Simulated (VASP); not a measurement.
Here is a VASP 6.6.1 calculation.

Contents of INCAR:

```
SYSTEM = HC12
PREC     = Accurate       ! precision mode
ENCUT    = 520            ! plane-wave cutoff, eV
EDIFF    = 1E-7           ! SCF threshold, eV
ISMEAR   = 0              ! smearing method
SIGMA    = 0.05           ! smearing width, eV
LREAL    = .FALSE.        ! projectors in reciprocal space
LASPH    = .TRUE.         ! aspherical terms in the spheres
NELM     = 80             ! most SCF steps
ALGO     = Normal         ! electronic algorithm
ISIF     = 2              ! what is computed and relaxed
LWAVE    = .FALSE.        ! write WAVECAR
LCHARG   = .TRUE.         ! write CHGCAR
GGA      = CA             ! functional
LELF     = .TRUE.         ! ELF
LVHAR    = .TRUE.       
NBANDS   = 36             ! bands
NELECT   = 48.0
```

KPOINTS

```
Automatic mesh
0
G
  6 6 6
  0 0 0
```

The input POSCAR:

```
HC12
1.0
    1.7657489870     -3.5314979740     -1.7657489870
    3.5314979740     -1.7657489870      1.7657489870
   -1.7657489870     -3.5314979740      1.7657489870
C H
12 1
Direct
    0.2500000000      1.0000000000      0.2500000000
    0.0833333333      0.3333333333      0.7500000000
    0.9166666667      0.6666666667      0.2500000000
    0.7500000000      1.0000000000      0.7500000000
    0.5833333333      0.3333333333      0.2500000000
    0.4166666667      0.6666666667      0.7500000000
    0.9583333333      0.3333333333      0.1250000000
    0.7916666667      0.6666666667      0.6250000000
    0.6250000000      1.0000000000      0.1250000000
    0.4583333333      0.3333333333      0.6250000000
    0.2916666667      0.6666666667      0.1250000000
    0.1250000000      1.0000000000      0.6250000000
    1.1944444444      0.1944444444      0.5000000000
```

Potentials or basis: VASP PAW LDA potentials, release 64 (C, H).

The run is started by

```console
$ cat potpaw_LDA.64/C/POTCAR potpaw_LDA.64/H/POTCAR > POTCAR
$ mpirun -np 1 vasp_std > vasp.out
```

**Question.** Estimate the largest force.

**Answer.** 7.667 eV/Å.

Forces in eV/Å, atoms in the order of the input:
```
C    0.822  2.325 -2.125
C    0.916 -3.441  3.938
C    0.433  0.251 -0.096
C    0.085  0.191  0.544
C    0.438  0.027 -0.229
C    0.163 -0.511  0.089
C   -0.569  0.244  0.131
C    0.299  0.229  0.190
C    0.258 -0.300 -0.528
C    0.622 -0.650 -0.187
C   -0.282 -0.039  0.185
C   -7.536  1.268 -0.623
H    4.351  0.405 -1.291
```

Caveat: the cell carries a net charge on a neutralising background, which shifts energy and pressure.
